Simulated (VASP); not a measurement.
A run of VASP 6.6.1 is set up as follows.

Contents of INCAR:

```
SYSTEM = Re
PREC = Accurate ; ENCUT = 560
EDIFF = 1E-6 ; ISMEAR = -1
SIGMA = 0.08 ; LREAL = .FALSE.
LASPH = .TRUE. ; NELM = 120
ALGO = Normal ; ISIF = 2
LWAVE = .FALSE. ; LCHARG = .FALSE.
NBANDS = 22 ; GGA_COMPAT = .FALSE.
```

KPOINTS

```
Automatic mesh
0
G
  20 20 12
  0 0 0
```

POSCAR

```
Re
1.0
    2.7338061878      0.0000000000      0.0000000000
   -1.3669030939      2.3675456076      0.0000000000
    0.0000000000      0.0000000000      4.4080131281
Re
2
Direct
    0.3333333333      0.6666666667      0.2500000000
    0.6666666667      0.3333333333      0.7500000000
```

Potentials or basis: VASP PAW LDA potentials, release 64 (Re_sv_GW).

The run is started by

```sh
$ cat potpaw_LDA.64/Re_sv_GW/POTCAR > POTCAR
$ mpirun -np 1 vasp_std > vasp.out
```

Question: Predict the band gap on the k mesh.

Answer: Zero (bands 15 and 16 overlap by 3.66 eV).

Question: Predict the pressure.

Answer: 1.9 GPa.

Stress tensor (GPa, compression positive):
```
1.97 0.00 0.00
0.00 1.97 0.00
0.00 0.00 1.88
```

Caveat: spin-orbit coupling is left out, which moves the levels of the heavy elements.
